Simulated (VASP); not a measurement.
Set up this calculation in VASP 6.6.1, as the native input.

```
Task                   : single point
Functional             : PBE
Potentials or basis    : VASP PAW PBE potentials, release 64 (Mg, S)
Cutoff                 : 520 eV
k mesh                 : 8 × 8 × 8
Occupations            : gaussian, width 0.05 eV
Spin                   : no spin polarisation
Dipole correction      : no
Further INCAR settings : ALGO = Normal; EDIFF = 1e-06; NBANDS = 11
```

The structure of MgS lies in POSCAR:

```
MgS
1.0
    0.0000000000      2.7317325000      2.4715675000
    2.7317325000      0.0000000000      2.4715675000
    2.7317325000      2.7317325000      0.0000000000
Mg S
1 1
Direct
    0.0000000000      0.0000000000      0.0000000000
    0.5000000000      0.5000000000      0.5000000000
```

This cell differs from its parent crystal: strain +0.050 along x and y, -0.050 along z.

One way to write it, as run:

INCAR

```
SYSTEM = MgS
ALGO = Normal
EDIFF = 1E-6
ENCUT = 520
GGA = PE
ISIF = 2
ISMEAR = 0
LASPH = .True.
LCHARG = .True.
LELF = .True.
LREAL = .False.
LVHAR = .True.
LWAVE = .False.
NBANDS = 11
NELM = 60
PREC = Accurate
SIGMA = 0.05
```

KPOINTS

```
k-points
0
Gamma
  8 8 8
  0 0 0
```

Potentials or basis: VASP PAW PBE potentials, release 64 (Mg, S).

The run is started by

```sh
$ cat potpaw_PBE.64/Mg/POTCAR potpaw_PBE.64/S/POTCAR > POTCAR
$ mpirun -np 1 vasp_std > vasp.out
```

It gave:

* Pressure: -0.9 GPa
* Band gap on the k mesh: 2.35 eV, indirect (least direct gap 3.22 eV)

Caveat: the cell differs from its parent crystal (strain +0.050 along x and y, -0.050 along z).

Run time: 11 s on 1 thread of Intel(R) Xeon(R) 6975P-C (Granite Rapids) (shared host), peak memory 0.17 GiB.
